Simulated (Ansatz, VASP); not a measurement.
## GeS in VASP and in Ansatz

File INCAR:

```
PREC = Accurate
ENCUT = 500
EDIFF = 1E-7
ISMEAR = 0
SIGMA = 0.02
LREAL = F
LASPH = T
NELM = 120
ALGO = Normal
ISIF = 3
LWAVE = F
LCHARG = F
GGA = PE
IVDW = 12
IBRION = 2
NSW = 100
EDIFFG = -0.005
GGA_COMPAT = F
NELMIN = 4
```

Contents of KPOINTS:

```
Automatic mesh
0
Gamma
  4 8 6
```

File POSCAR:

```
GeS
1.0
   10.4810000000      0.0000000000      0.0000000000
    0.0000000000      3.6460000000      0.0000000000
    0.0000000000      0.0000000000      4.2990000000
Ge S
4 4
Direct
    0.1221000000      0.2500000000      0.1277000000
    0.3779000000      0.7500000000      0.6277000000
    0.6221000000      0.2500000000      0.3723000000
    0.8779000000      0.7500000000      0.8723000000
    0.8495000000      0.2500000000      0.5023000000
    0.6505000000      0.7500000000      0.0023000000
    0.3495000000      0.2500000000      0.9977000000
    0.1505000000      0.7500000000      0.4977000000
```

Input for Ansatz:

```yaml
crystal:
  lattice:
    - [10.481, 0.0, 0.0]
    - [0.0, 3.646, 0.0]
    - [0.0, 0.0, 4.299]
  atoms:
    - { symbol: Ge, position: [0.1221, 0.25, 0.1277] }
    - { symbol: Ge, position: [0.3779, 0.75, 0.6277] }
    - { symbol: Ge, position: [0.6221, 0.25, 0.3723] }
    - { symbol: Ge, position: [0.8779, 0.75, 0.8723] }
    - { symbol: S, position: [0.8495, 0.25, 0.5023] }
    - { symbol: S, position: [0.6505, 0.75, 0.0023] }
    - { symbol: S, position: [0.3495, 0.25, 0.9977] }
    - { symbol: S, position: [0.1505, 0.75, 0.4977] }
basis:
  ecutwfc: 420
kpoints:
  mp_grid: { grid: [4, 8, 6] }
hamiltonian:
  xc: pbe
  dispersion: d3bj
scf:
  occupations: { method: gaussian, width: 0.02 }
output:
  forces: true
  stress: true
  eigenvalues: true
  write_density: true
  write_potential: true
  elf: true
  volumetric_format: npy
relax:
  adjacent_minimum: "off"
  f_tol: 0.005
  max_steps: 80
  cell: { stress_tol: 0.05 }
```

Alike in both runs: task relaxation of cell and atoms; functional PBE; dispersion D3(BJ); k mesh 4 × 8 × 6; occupations gaussian, width 0.02 eV; no spin polarisation.

```csv
,VASP,Ansatz
version,VASP 6.6.1,Ansatz 0.2.0
potentials or method,"VASP PAW PBE potentials, release 64 (Ge_d, S), cutoff 500 eV","scalar-relativistic, plane waves, PAW"
valence electrons in the cell,80,80
```

|  | VASP | Ansatz | Ansatz less VASP |
| --- | --- | --- | --- |
| gap on the k mesh at the Fermi level, each at its own relaxed structure (eV) | 1.22 | 1.24 | +0.022 |
| relaxed volume (Å³/atom) | 21.31 | 21.36 | +0.050 |
| relaxed length of the cell vector where the two differ most in proportion (Å) | 4.346 | 4.358 | +0.0121 |

Ansatz's warnings: dispersion switch in reach, relaxed geometry near dispersion switch.
